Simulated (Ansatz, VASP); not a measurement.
# TiC in VASP and in Ansatz

```
CELL_PARAMETERS angstrom
0.00000 2.19248 2.19248
2.19248 0.00000 2.19248
2.19248 2.19248 0.00000
ATOMIC_POSITIONS crystal
Ti 0.00000 0.00000 0.00000
C 0.50000 0.50000 0.50000
```

Alike in both runs: task single point; functional LDA; k mesh 16 × 16 × 16; occupations fermi-dirac, width 0.03 eV; collinear spin.

```csv
,VASP,Ansatz
version,VASP 6.6.1,Ansatz 0.2.0
potentials or method,"VASP PAW LDA potentials, release 64 (Ti_sv, C), cutoff 520 eV","all-electron LAPW, scalar-relativistic"
```

VASP gave:

```
gap on the k mesh at the Fermi level (eV) : none
pressure (GPa)                            : -19.8
```

Q: Which values does Ansatz return?

A: gap on the k mesh at the Fermi level (eV): none; pressure (GPa): -20.4.

LDA's correlation is that of Perdew and Zunger in VASP and of Perdew and Wang (1992) in Ansatz. A gap of «none» marks a metal or a gap that the smearing closes. Ansatz ran all-electron here, and VASP with PAW potentials. Ansatz's warnings: no starting moments.
